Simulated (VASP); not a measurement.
Here is a VASP 6.6.1 calculation.

The input INCAR:

```
SYSTEM = Ti4S
  ALGO = Fast
  DIPOL = 0.5 0.5 0.340
  EDIFF = 1E-6
  EDIFFG = -0.025
  ENCUT = 520
  GGA = PE
  IBRION = 2
  IDIPOL = 3
  ISIF = 2
  ISMEAR = 0
  LASPH = .TRUE.
  LCHARG = .FALSE.
  LDIPOL = .TRUE.
  LREAL = .FALSE.
  LWAVE = .FALSE.
  NELM = 60
  NSW = 36
  PREC = Accurate
  SIGMA = 0.1
```

File KPOINTS:

```
k-points
0
G
  9 7 1
  0 0 0
```

File POSCAR:

```
Ti4S
1.0
    2.9075446931      0.0000000000      0.0000000000
    0.0000000000      4.1118891382      0.0000000000
    0.0000000000      0.0000000000     19.6535692527
Ti S
4 1
Selective dynamics
Direct
    0.5000000000      0.5000000000      0.2035253723  F F F
    0.0000000000      0.0000000000      0.2774952618  F F F
    0.5000000000      0.5000000000      0.3439484692  F F F
    0.0000000000      0.0000000000      0.4148645545  F F F
    0.3333333333      0.5000000000      0.4596401364  F F T
```

Potentials or basis: VASP PAW PBE potentials, release 64 (Ti_sv, S).

Launch:

```bash
$ cat potpaw_PBE.64/Ti_sv/POTCAR potpaw_PBE.64/S/POTCAR > POTCAR
$ mpirun -np 1 vasp_std > vasp.out
```

(1) What does it give for the band gap on the k mesh?

(2) What does it give for the energy gained by relaxing?

Answers

(1) zero (bands 27 and 28 overlap by 0.33 eV).

(2) 7.6 meV/atom.
